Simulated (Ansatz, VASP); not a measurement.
Ag: VASP beside Ansatz

File INCAR:

```
PREC = Accurate
ENCUT = 500
EDIFF = 1E-6
ISMEAR = 0
SIGMA = 0.018000000000000002
LREAL = False
LASPH = True
NELM = 120
ALGO = Normal
ISIF = 2
LWAVE = False
LCHARG = False
GGA = PE
NBANDS = 12
GGA_COMPAT = False
```

File KPOINTS:

```
regular mesh
0
Gamma
  11 11 11
```

Contents of POSCAR:

```
Ag
1.0
   -1.6556540000      1.6556540000      1.6556540000
    1.6556540000     -1.6556540000      1.6556540000
    1.6556540000      1.6556540000     -1.6556540000
Ag
1
Direct
    0.0000000000      0.0000000000      0.0000000000
```

The input input.yaml:

```yaml
crystal:
  lattice:
    - [-1.655654, 1.655654, 1.655654]
    - [1.655654, -1.655654, 1.655654]
    - [1.655654, 1.655654, -1.655654]
  atoms:
    - { symbol: Ag, position: [0.0, 0.0, 0.0] }
hamiltonian:
  xc: pbe
  pseudopotentials: { kind: paw }
kpoints:
  mp_grid: { grid: [11, 11, 11] }
scf:
  occupations: { method: gaussian, width: 0.018 }
output:
  forces: true
  stress: true
  eigenvalues: true
```

Alike in both runs: task single point; functional PBE; k mesh 11 × 11 × 11; occupations gaussian, width 0.018 eV; no spin polarisation.

```csv
,VASP,Ansatz
version,VASP 6.6.1,Ansatz 0.2.0
potentials or method,"VASP PAW PBE potentials, release 64 (Ag)",Ansatz PAW
plane-wave cutoff (eV),500,420
valence electrons in the cell,11,19
```

Ansatz gave:

```
gap on the k mesh at the Fermi level (eV) : none
pressure (GPa)                            : -0.8
```

Task: Estimate VASP's values.

Result: gap on the k mesh at the Fermi level (eV): none; pressure (GPa): -0.9.

A gap of «none» marks a metal or a gap that the smearing closes. VASP's potentials hold 11 valence electrons a cell and Ansatz's 19, so a difference there can come from the potentials and not from the codes.
